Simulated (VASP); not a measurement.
A run of VASP 6.6.1 is set up as follows.

The input POSCAR:

```
AlN
1.0
    0.0000000000      2.1849006282      2.1849006282
    2.1849006282      0.0000000000      2.1849006282
    2.1849006282      2.1849006282      0.0000000000
Al N
1 1
Direct
    0.0000000000      0.0000000000      0.0000000000
    0.6641837402      0.8358162598      0.8358162598
```

The input INCAR.step1:

```
PREC     = Accurate       # precision mode
ENCUT    = 520            # plane-wave cutoff, eV
ISMEAR   = 0              # smearing method
SIGMA    = 0.05           # smearing width, eV
LREAL    = False          # projectors in reciprocal space
LASPH    = True           # aspherical terms in the spheres
NELM     = 80             # most SCF steps
NBANDS   = 11             # bands
GGA      = PE             # functional
ALGO     = Normal         # electronic algorithm
EDIFF    = 1E-4           # SCF threshold, eV
LWAVE    = True           # write WAVECAR
LCHARG   = False          # write CHGCAR
```

File INCAR.step2:

```
PREC     = Accurate       # precision mode
ENCUT    = 520            # plane-wave cutoff, eV
EDIFF    = 1E-6           # SCF threshold, eV
ISMEAR   = 0              # smearing method
SIGMA    = 0.05           # smearing width, eV
LREAL    = False          # projectors in reciprocal space
LASPH    = True           # aspherical terms in the spheres
NELM     = 80             # most SCF steps
ALGO     = Normal         # electronic algorithm
ISIF     = 2              # what is computed and relaxed
LWAVE    = False          # write WAVECAR
LCHARG   = False          # write CHGCAR
METAGGA  = R2SCAN         # meta-GGA
LMIXTAU  = True         
NBANDS   = 11             # bands
ISTART   = 1
```

File KPOINTS:

```
regular mesh
0
Gamma
  10 10 10
```

Potentials or basis: VASP PAW PBE potentials, release 64 (Al, N).

Launch:

```bash
$ cat potpaw_PBE.64/Al/POTCAR potpaw_PBE.64/N/POTCAR > POTCAR
$ cp INCAR.step1 INCAR
$ mpirun -np 1 vasp_std > vasp.out
$ cp INCAR.step2 INCAR
$ mpirun -np 1 vasp_std > vasp.out
```

Question: What does it give for the largest force?

Answer: 4.889 eV/Å.

Question: What does it give for the pressure?

Answer: 16.6 GPa.

Question: Estimate the band gap on the k mesh.

Answer: 3.04 eV (least direct gap 3.76 eV).

Forces on the atoms (eV/Å):
```
Al   4.889  0.000  0.000
N   -4.889  0.000  0.000
```

Caveat: the cell differs from its parent crystal (all N atoms moved +0.375 Å, as atom 2 along Cartesian [1 0 0]); the cell stands under pressure; the PAW data sets were made with another functional, which shifts forces and pressure a little. A k mesh can miss the band edges.
